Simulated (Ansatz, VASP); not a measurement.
# One calculation of PbS, two programs

```
CELL_PARAMETERS angstrom
0.00000 3.00948 2.92053
3.00948 0.00000 2.92053
3.00948 3.00948 0.00000
ATOMIC_POSITIONS crystal
Pb 0.00000 0.00000 0.00000
S 0.50000 0.50000 0.50000
```

Change from the starting cell: strain +0.015 along x and y, -0.015 along z, atoms carried along.

Alike in both runs: task single point; functional PBE; k mesh 10 × 10 × 10; occupations gaussian, width 0.03 eV; no spin polarisation.

|  | VASP | Ansatz |
| --- | --- | --- |
| version | VASP 6.6.1 | Ansatz 0.2.0 |
| potentials or method | VASP PAW PBE potentials, release 64 (Pb_d, S), cutoff 520 eV | scalar-relativistic, plane waves, PAW |
| valence electrons in the cell | 20 | 20 |

|  | VASP | Ansatz | Ansatz less VASP |
| --- | --- | --- | --- |
| gap on the k mesh at the Fermi level (eV) | 0.39 | 0.38 | -0.007 |
| least direct gap on the mesh (eV) | 0.39 | 0.38 | -0.007 |
| pressure (GPa) | 1.5 | 1.5 | +0.09 |
| traceless stress, the component that is largest in VASP (GPa) | 2.59 | 2.58 | -0.002 |

Neither program's run includes spin-orbit coupling.
